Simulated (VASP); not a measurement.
# SnO2 (Cmm2) in VASP: notebook, part 2 of 2

VASP 6.6.1. Earlier steps stand in the parts before.

**3. Single point, PBE (atom 1 (Sn) moved +0.037 Å towards its neighbour atom 1 (Sn) at 3.238 Å)**

The input, INCAR:

```
PREC = Accurate ; ENCUT = 520
EDIFF = 1E-6 ; ISMEAR = 0
SIGMA = 0.05 ; LREAL = False
LASPH = True ; NELM = 100
ALGO = Normal ; ISIF = 2
LWAVE = False ; LCHARG = True
GGA = PE ; LELF = True
LVHAR = True ; NBANDS = 35
```

The input, KPOINTS:

```
Automatic mesh
0
Gamma
  6 6 8
```

The input, POSCAR:

```
SnO2
1.0
    4.8277049966      0.0000000000      0.0000000000
    0.0000000000      4.8277049966      0.0000000000
    0.0000000000      0.0000000000      3.2379909407
Sn O
2 4
Direct
    0.0000000000      0.0000000000     -0.0115812554
    0.5000000000      0.5000000000      0.5000000000
    0.3066050867      0.3066050867      0.0000000000
    0.1933949133      0.8066050867      0.5000000000
    0.6933949133      0.6933949133      0.0000000000
    0.8066050867      0.1933949133      0.5000000000
```

Potentials or basis: VASP PAW PBE potentials, release 64 (Sn_d, O).

Started as:

```sh
> cat potpaw_PBE.64/Sn_d/POTCAR potpaw_PBE.64/O/POTCAR > POTCAR
> mpirun -np 1 vasp_std > vasp.out
```

OUTCAR:

```text
PREC = Accurate
   ENCUT = 520
   EDIFF = 1E-6
   ISMEAR = 0
   LREAL = False
   LASPH = True
   NELM = 100
   ISIF = 2
   GGA = PE

 ion  position               nearest neighbor table
   1  0.000  0.000  0.988-   4 2.06   6 2.06   5 2.09   3 2.09   4 2.12   6 2.12
   2  0.500  0.500  0.500-   3 2.09   5 2.09   3 2.09   5 2.09   4 2.09   6 2.09
   3  0.307  0.307  0.000-   2 2.09   2 2.09   1 2.09
   4  0.193  0.807  0.500-   1 2.06   2 2.09   1 2.12
   5  0.693  0.693  0.000-   2 2.09   2 2.09   1 2.09
   6  0.807  0.193  0.500-   1 2.06   2 2.09   1 2.12

  LATTYP: Found a simple tetragonal cell.
 ALAT       =     4.8277049966
 C/A-ratio  =     0.6707101911

  Lattice vectors:

 A1 = (   4.8277049966,   0.0000000000,   0.0000000000)
 A2 = (   0.0000000000,   4.8277049966,   0.0000000000)
 A3 = (   0.0000000000,   0.0000000000,   3.2379909407)

Analysis of symmetry for initial positions (statically):
=====================================================================
 Subroutine PRICEL returns:
 Original cell was already a primitive cell.

 Routine SETGRP: Setting up the symmetry group for a
 simple tetragonal supercell.

 Subroutine GETGRP returns: Found  4 space group operations
 (whereof  4 operations were pure point group operations)
 out of a pool of 16 trial point group operations.

The static configuration has the point symmetry C_2v.

Analysis of symmetry for dynamics (positions and initial velocities):
=====================================================================
 Subroutine PRICEL returns:
 Original cell was already a primitive cell.

 Routine SETGRP: Setting up the symmetry group for a
 simple tetragonal supercell.

 Subroutine GETGRP returns: Found  4 space group operations
 (whereof  4 operations were pure point group operations)
 out of a pool of 16 trial point group operations.

[... 127 lines left out ...]
     AMIX     =   0.40;   BMIX     =  1.00
     AMIX_MAG =   1.60;   BMIX_MAG =  1.00
  volume/ion in A,a.u.               =      12.58        84.88
  Fermi-wavevector in a.u.,A,eV,Ry     =   1.445962  2.732472 28.447149  2.090806
  Thomas-Fermi vector in A             =   2.564085
   LORBIT       =      0    0 simple, 1 ext, 2 COOP (PROOUT), +10 PAW based schemes
   GGA     = PE    functional components
   LHFCALC =     F    Hartree Fock is set to
   AEXX    =    0.0000 exact exchange contribution
   IVDW    =     0    specifies the selected vdW correction
   LEPSILON=     F    determine dielectric tensor
   LRPA    =     F    only Hartree local field effects (RPA)
 non-spin polarized calculation
 Gauss-broadening in eV      SIGMA  =   0.05
  energy-cutoff  :      520.00
  volume of cell :       75.47
 maximum number of plane-waves:      2068
   NGX = 17   NGY = 17   NGZ = 13

 number of electron      51.9999997 magnetization

 Free energy of the ion-electron system (eV)
  ---------------------------------------------------
  ext. energy  EPLUGINS =         0.00000000
  ---------------------------------------------------
  free energy    TOTEN  =       -37.29857674 eV

  energy without entropy =      -37.29857674  energy(sigma->0) =      -37.29857674

 E-fermi :   5.7854     XC(G=0): -10.9753

 val. band max:        5.5290699042   @ k =   0.0000   0.0000   0.0000
 cond. band min:       6.1986819024   @ k =   0.0000   0.0000   0.0000
 fundamental gap:      0.6696119982
 Fermi energy:         5.7854284166

 k-point     1 :       0.0000    0.0000    0.0000
  band No.  band energies     occupation
      1     -15.5058      2.00000
      2     -14.8417      2.00000
      3     -14.6473      2.00000
      4     -14.6282      2.00000
      5     -14.6207      2.00000
      6     -14.5537      2.00000
[... 901 lines left out ...]
     34      17.6147      0.00000
     35      17.7652      0.00000

 [... further k-points ...]

------------------------ aborting loop because EDIFF is reached ----------------------------------------

  FORCE on cell =-STRESS in cart. coord.  units (eV):
  Direction    XX          YY          ZZ          XY          YZ          ZX
  --------------------------------------------------------------------------------------
  -------------------------------------------------------------------------------------
  Total        0.2724023      0.2724023      0.4559557     -0.0428628      0.0000000      0.0000000
  in kB        5.7831466      5.7831466      9.6800181     -0.9099835      0.0000000      0.0000000
  external PRESSURE =       7.0821038 kB  Pullay stress =       0.0000000 kB

 VOLUME and BASIS-vectors are now :
 -----------------------------------------------------------------------------
  energy-cutoff  :      520.00
  volume of cell :       75.47
      direct lattice vectors                 reciprocal lattice vectors
     4.827704997  0.000000000  0.000000000     0.207137760  0.000000000  0.000000000
     0.000000000  4.827704997  0.000000000     0.000000000  0.207137760  0.000000000
     0.000000000  0.000000000  3.237990941     0.000000000  0.000000000  0.308833477

 POSITION                                       TOTAL-FORCE (eV/Angst)
 -----------------------------------------------------------------------------------
      0.00000      0.00000      3.20049         0.000000      0.000000      0.663141
      2.41385      2.41385      1.61900         0.000000      0.000000     -0.002541
      1.48020      1.48020      0.00000        -0.016265     -0.016265     -0.015117
      0.93365      3.89405      1.61900         0.035134     -0.035134     -0.315183
      3.34751      3.34751      0.00000         0.016265      0.016265     -0.015117
      3.89405      0.93365      1.61900        -0.035134      0.035134     -0.315183
 -----------------------------------------------------------------------------------
    total drift:                                0.000000      0.000000     -0.000025

  FREE ENERGIE OF THE ION-ELECTRON SYSTEM (eV)
  ---------------------------------------------------
  free  energy   TOTEN  =       -37.2985767443 eV

  energy  without entropy=      -37.2985767443  energy(sigma->0) =      -37.29857674
```

Run time: 3.4 min. Hardware: 1 thread of Intel Xeon 8259CL, shared host; peak memory 0.27 GiB.

What came out:

```yaml
Free_energy: -37.2986 eV
Pressure: 0.7 GPa
Largest_force: 0.663 eV/Å
Band_gap_on_the_k_mesh: 0.67 eV
```

Forces in eV/Å, atoms in the order of the input:
```
Sn   0.000  0.000  0.663
Sn   0.000  0.000 -0.003
O   -0.016 -0.016 -0.015
O    0.035 -0.035 -0.315
O    0.016  0.016 -0.015
O   -0.035  0.035 -0.315
```

Caveat: the cell differs from its parent crystal (atom 1 (Sn) moved +0.037 Å towards its neighbour atom 1 (Sn) at 3.238 Å); spin-orbit coupling is left out, which moves the levels of the heavy elements.

**4. Single point, PBE (atom 1 (Sn) moved +0.013 Å towards its neighbour atom 1 (Sn) at 3.238 Å)**

The input, INCAR:

```
SYSTEM = SnO2
PREC = Accurate
ENCUT = 520
EDIFF = 1E-6
ISMEAR = 0
SIGMA = 0.05
LREAL = .False.
LASPH = .True.
NELM = 60
ALGO = Normal
ISIF = 2
LWAVE = .False.
LCHARG = .False.
GGA = PE
NBANDS = 35
```

The input, KPOINTS:

```
Automatic mesh
0
Gamma
  6 6 8
  0 0 0
```

Changes to POSCAR since step 3:

```diff
@@ -8,3 +8,3 @@
 Direct
-    0.0000000000      0.0000000000     -0.0115812554
+    0.0000000000      0.0000000000     -0.0038604185
     0.5000000000      0.5000000000      0.5000000000
```

Started as:

```sh
> cat potpaw_PBE.64/Sn_d/POTCAR potpaw_PBE.64/O/POTCAR > POTCAR
> mpirun -np 1 vasp_std > vasp.out
```

Wall time 3.5 min (1 thread of Intel Xeon 8259CL, shared host); peak memory 0.27 GiB.

It converged, with:

| Quantity | Value |
| --- | --- |
| Free energy | -37.3096 eV |
| Pressure | 0.6 GPa |
| Largest force | 0.221 eV/Å |
| Band gap on the k mesh | 0.67 eV |

Forces on the atoms (eV/Å):
```
Sn   0.000  0.000  0.221
Sn   0.000  0.000 -0.001
O   -0.015 -0.015 -0.005
O    0.017 -0.017 -0.105
O    0.015  0.015 -0.005
O   -0.017  0.017 -0.105
```

Stress tensor (GPa, compression positive):
```
 0.51 -0.01  0.00
-0.01  0.51  0.00
 0.00  0.00  0.84
```

Levels at points of the mesh, in eV from the valence-band top:
```tsv
k point	band 23	band 24	band 25	band 26	band 27	band 28	band 29	band 30
(0.00, 0.00, 0.00)	-1.26	-0.74	-0.74	0.00	0.67	5.69	6.06	6.06
(0.50, 0.00, 0.00)	-1.21	-1.21	-0.61	-0.61	3.88	3.88	6.81	6.81
(0.50, 0.50, 0.00)	-1.33	-1.33	-0.85	-0.85	4.27	4.27	7.15	7.15
(0.00, 0.00, 0.50)	-1.53	-1.52	-1.18	-1.18	5.58	5.59	9.36	9.37
(0.50, 0.00, 0.50)	-1.02	-1.02	-0.75	-0.75	5.85	5.85	7.60	7.60
(0.50, 0.50, 0.50)	-0.92	-0.92	-0.78	-0.78	4.35	4.35	8.61	8.61
```

Caveat: the cell differs from its parent crystal (atom 1 (Sn) moved +0.013 Å towards its neighbour atom 1 (Sn) at 3.238 Å); spin-orbit coupling is left out, which moves the levels of the heavy elements.

**5. Summary**

```csv
cell,gap on the mesh (eV),pressure (GPa),largest force (eV/Å)
"as given, atomic positions A",0.67,0.9,1.11
"as given, atomic positions B",0.67,0.7,0.66
"as given, atomic positions C",0.67,0.6,0.22
```

Alike in all rows: task single point; level PBE; potentials or basis VASP PAW PBE potentials, release 64 (Sn_d, O); no spin polarisation; k mesh 6 × 6 × 8; cutoff (eV) 520; smearing gaussian 0.05 eV.

Caveats: spin-orbit coupling is left out, which moves the levels of the heavy elements; forces of over 1 eV/Å act on the atoms, so gaps and moduli don't describe the material at rest (at least some runs).

Total energies depend on the potentials used, so only differences within one code and one set of settings carry meaning.
